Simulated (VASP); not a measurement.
A run of VASP 6.6.1 is set up as follows.

INCAR

```
ALGO = Normal ; EDIFF = 1E-6
ENCUT = 520 ; GGA = PE
ISIF = 2 ; ISMEAR = 0
LASPH = True ; LCHARG = True
LELF = True ; LREAL = Auto
LVHAR = True ; LWAVE = False
NBANDS = 86 ; NELM = 80
PREC = Accurate ; SIGMA = 0.1
```

File KPOINTS:

```
k-points
0
Gamma
  4 3 3
```

Contents of POSCAR:

```
Zn4SeO3
1.0
   -0.0007643153     -0.0030487654      5.6047594908
    6.9444101176      0.0044528267     -0.0009401925
   -3.4683563594      5.9975584489     -0.0028004645
Zn Se O
8 2 6
Direct
    0.4488318405      0.3336366916      0.6668643509
    0.3589486512      0.2944288245      0.1473767461
    0.3591251510      0.8530044678      0.7054749099
    0.3590168824      0.8527939509      0.1473915329
    0.9488886560      0.6662233168      0.3328168556
    0.8591198790      0.1470822561      0.2946155445
    0.8589699594      0.7055293825      0.8524591452
    0.8589664997      0.1469680935      0.8524419799
    0.5104738559      0.6662886422      0.3330615612
    0.0104344234      0.3339064313      0.6673006468
    0.5029047141      0.1599709243      0.3203754535
    0.5028229204      0.1600683144      0.8396824642
    0.5028520546      0.6797564589      0.8397323198
    0.0028291197      0.3203116169      0.1603692075
    0.0029465265      0.8399997109      0.6796251077
    0.0028688662      0.8400309175      0.1604121743
```

Potentials or basis: VASP PAW PBE potentials, release 64 (Zn, Se, O).

Run with:

```sh
$ cat potpaw_PBE.64/Zn/POTCAR potpaw_PBE.64/Se/POTCAR potpaw_PBE.64/O/POTCAR > POTCAR
$ mpirun -np 1 vasp_std > vasp.out
```

**Question.** What does it give for the band gap on the k mesh?

**Answer.** 0.58 eV.

**Question.** What does it give for the largest force?

**Answer.** 0.027 eV/Å.

**Question.** Predict the pressure.

**Answer.** 0.6 GPa.

Stress tensor (GPa, compression positive):
```
 0.48 -0.04  0.01
-0.04  0.64  0.03
 0.01  0.03  0.69
```

Caveat: semilocal functionals underestimate gaps, and a narrow one can read as zero.
